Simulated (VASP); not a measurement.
Write the native input for VASP 6.6.1 that does the following.

* Task: relaxation of cell and atoms
* Functional: PBE
* Potentials or basis: VASP PAW PBE potentials, release 64 (Sn_d, Ge_d, O)
* Cutoff: 600 eV
* k mesh: 6 × 6 × 2
* Occupations: gaussian, width 0.1 eV
* Spin: no spin polarisation
* Dipole correction: no
* Further INCAR settings: ALGO = Normal; EDIFF = 1e-06; IBRION = 2; EDIFFG = -0.04; NSW = 90; ISIF = 3

The structure of Sn2GeO3 lies in POSCAR:

```
Sn2GeO3
1.0
    3.1829322000      0.0000000000      0.0000000000
    0.0000000000      3.1829322000      0.0000000000
    0.0000000000      0.0000000000      9.5160386100
Sn Ge O
2 1 3
Direct
    0.0000000000      0.0000000000      0.3342649900
    0.0000000000      0.0000000000      0.6657350100
    0.0000000000      0.0000000000      0.0000000000
    0.5000000000      0.5000000000      0.1837450000
    0.5000000000      0.5000000000      0.5000000000
    0.5000000000      0.5000000000      0.8162550000
```

The input as run:

INCAR

```
SYSTEM = Sn2GeO3
PREC     = Accurate       ! precision mode
ENCUT    = 600            ! plane-wave cutoff, eV
EDIFF    = 1E-6           ! SCF threshold, eV
ISMEAR   = 0              ! smearing method
SIGMA    = 0.1            ! smearing width, eV
LREAL    = .False.        ! projectors in reciprocal space
LASPH    = .True.         ! aspherical terms in the spheres
NELM     = 100            ! most SCF steps
ALGO     = Normal         ! electronic algorithm
ISIF     = 3              ! what is computed and relaxed
LWAVE    = .False.        ! write WAVECAR
LCHARG   = .False.        ! write CHGCAR
GGA      = PE             ! functional
IBRION   = 2              ! ionic algorithm
NSW      = 90             ! ionic steps
EDIFFG   = -0.04          ! ionic threshold
```

KPOINTS

```
Automatic mesh
0
Gamma
  6 6 2
  0 0 0
```

Potentials or basis: VASP PAW PBE potentials, release 64 (Sn_d, Ge_d, O).

Command:

```console
$ cat potpaw_PBE.64/Sn_d/POTCAR potpaw_PBE.64/Ge_d/POTCAR potpaw_PBE.64/O/POTCAR > POTCAR
$ mpirun -np 1 vasp_std > vasp.out
```

It gave:

```
Relaxed volume                         : 14.38 Å³/atom
Relaxed cell                           : a = 3.069 Å, b = 3.069 Å, c = 9.155 Å, α = 90.00°, β = 90.00°, γ = 90.00°
Space group after relaxing (to 0.05 Å) : P4/mmm (No. 123)
Energy gained by relaxing              : 90.9 meV/atom
Ionic steps                            : 8
Pressure after relaxing                : 0.0 GPa
Largest force after relaxing           : 0.017 eV/Å
```

It took 13 min on 1 thread of Oxide Virtual Turin-like Processor (shared host), peak memory 0.26 GiB.
